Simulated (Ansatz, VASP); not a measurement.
# One calculation of Ge, two programs

Contents of INCAR:

```
SYSTEM = Ge
  ALGO = Normal
  EDIFF = 1E-6
  ENCUT = 520
  GGA = RE
  ISIF = 2
  ISMEAR = -1
  LASPH = .True.
  LCHARG = .False.
  LREAL = .False.
  LWAVE = .False.
  NBANDS = 36
  NELM = 80
  PREC = Accurate
  SIGMA = 0.05
```

File KPOINTS:

```
k-points
0
Gamma
  8 8 4
  0 0 0
```

File POSCAR:

```
Ge
1.0
    3.9975858431      0.0000000000      0.0000000000
   -1.9987929216      3.4620108940      0.0000000000
    0.0000000000      0.0000000000      6.5993779500
Ge
4
Direct
    0.3333333333      0.6666666667      0.9370987500
    0.6666666667      0.3333333333      0.4370987500
    0.3333333333      0.6666666667      0.5629012500
    0.6666666667      0.3333333333      0.0629012500
```

File input.yaml:

```yaml
crystal:
  lattice:
    - [3.9975858431, 0.0, 0.0]
    - [-1.9987929216, 3.462010894, 0.0]
    - [0.0, 0.0, 6.59937795]
  atoms:
    - { symbol: Ge, position: [0.3333333333, 0.6666666667, 0.93709875] }
    - { symbol: Ge, position: [0.6666666667, 0.3333333333, 0.43709875] }
    - { symbol: Ge, position: [0.3333333333, 0.6666666667, 0.56290125] }
    - { symbol: Ge, position: [0.6666666667, 0.3333333333, 0.06290125] }
hamiltonian:
  xc: revpbe
  pseudopotentials: { kind: paw }
kpoints:
  mp_grid: { grid: [8, 8, 4] }
  band_path:
    path:
      - [[0.0, 0.0, 0.0], [0.5, 0.0, 0.0], [0.3333333333, 0.3333333333, 0.0], [0.0, 0.0, 0.0], [0.0, 0.0, 0.5], [0.5, 0.0, 0.5], [0.3333333333, 0.3333333333, 0.5], [0.0, 0.0, 0.5]]
      - [[0.5, 0.0, 0.5], [0.5, 0.0, 0.0]]
      - [[0.3333333333, 0.3333333333, 0.0], [0.3333333333, 0.3333333333, 0.5]]
    npoints: 14
scf:
  occupations: { method: fermi_dirac, width: 0.05 }
  n_extra_bands: 10
output:
  forces: true
  stress: true
  eigenvalues: true
  fatbands: true
  write_density: true
  write_potential: true
  elf: true
  volumetric_format: npy
```

Alike in both runs: functional revPBE; k mesh 8 × 8 × 4; occupations fermi-dirac, width 0.05 eV; no spin polarisation.

|  | VASP | Ansatz |
| --- | --- | --- |
| version | VASP 6.6.1 | Ansatz 0.2.0 |
| potentials or method | VASP PAW PBE potentials, release 64 (Ge_d) | Ansatz PAW |
| plane-wave cutoff (eV) | 520 | 420 |
| valence electrons in the cell | 56 | 56 |
| task | single point | band structure |

VASP gave:

| Item | Value |
| --- | --- |
| gap on the k mesh at the Fermi level (eV) | none |
| pressure (GPa) | 4.1 |
| traceless stress, the component that is largest in VASP (GPa) | -0.19 |
| rms of the force components (eV/Å) | 0.008 |

Estimate Ansatz's values.

gap on the k mesh at the Fermi level (eV): none; pressure (GPa): 4.2; traceless stress, the component that is largest in VASP (GPa): -0.19; rms of the force components (eV/Å): 0.009.

VASP's potentials were made for PBE, not for revPBE. Atom by atom the forces differ by 0.000 eV/Å (rms over components). A gap of «none» marks a metal or a gap that the smearing closes.
